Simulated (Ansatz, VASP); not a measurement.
# NaI in VASP and in Ansatz

File POSCAR:

```
NaI
1.0
    0.0000000000      3.1636987456      3.1636987456
    3.1636987456      0.0000000000      3.1636987456
    3.1636987456      3.1636987456      0.0000000000
Na I
1 1
Direct
    0.0000000000      0.0000000000      0.0000000000
    0.5000000000      0.5000000000      0.5000000000
```

INCAR.step1

```
SYSTEM = NaI
ALGO = Normal
EDIFF = 1E-5
ENCUT = 550
GGA = PE
GGA_COMPAT = .FALSE.
ISMEAR = 0
LASPH = .TRUE.
LCHARG = .FALSE.
LREAL = .FALSE.
LWAVE = .TRUE.
NBANDS = 14
NELM = 120
PREC = Accurate
SIGMA = 0.01
```

File INCAR.step2:

```
SYSTEM = NaI
ALGO = Normal
EDIFF = 1E-6
ENCUT = 550
GGA_COMPAT = .FALSE.
ISIF = 2
ISMEAR = 0
ISTART = 1
LASPH = .TRUE.
LCHARG = .TRUE.
LELF = .TRUE.
LMIXTAU = .TRUE.
LREAL = .FALSE.
LVHAR = .TRUE.
LWAVE = .FALSE.
METAGGA = R2SCAN
NBANDS = 14
NELM = 120
PREC = Accurate
SIGMA = 0.01
```

File KPOINTS:

```
k-points
0
G
  6 6 6
  0 0 0
```

Input for Ansatz:

```yaml
crystal:
  lattice:
    - [0.0, 3.1636987456, 3.1636987456]
    - [3.1636987456, 0.0, 3.1636987456]
    - [3.1636987456, 3.1636987456, 0.0]
  atoms:
    - { symbol: Na, position: [0.0, 0.0, 0.0] }
    - { symbol: I, position: [0.5, 0.5, 0.5] }
kpoints:
  mp_grid: { grid: [6, 6, 6] }
hamiltonian:
  xc: r2scan
scf:
  occupations: { method: fixed }
  n_extra_bands: 4
output:
  forces: true
  stress: true
  eigenvalues: true
```

Alike in both runs: task single point; functional r2SCAN; k mesh 6 × 6 × 6; no spin polarisation.

|  | VASP | Ansatz |
| --- | --- | --- |
| version | VASP 6.6.1 | Ansatz 0.2.0 |
| potentials or method | VASP PAW PBE potentials, release 64 (Na_pv, I) | plane waves, PAW |
| plane-wave cutoff (eV) | 550 | 500 |
| occupations | gaussian, width 0.01 eV | fixed |
| valence electrons in the cell | 14 | 26 |

```tsv
	VASP	Ansatz	Ansatz less VASP
gap on the k mesh at the Fermi level (eV)	4.66	4.65	-0.009
pressure (GPa)	1.1	1.2	+0.10
```

VASP's potentials were made for PBE, not for r2SCAN. VASP's potentials hold 14 valence electrons a cell and Ansatz's 26, so a difference there can come from the potentials and not from the codes.

Neither program's run includes spin-orbit coupling.
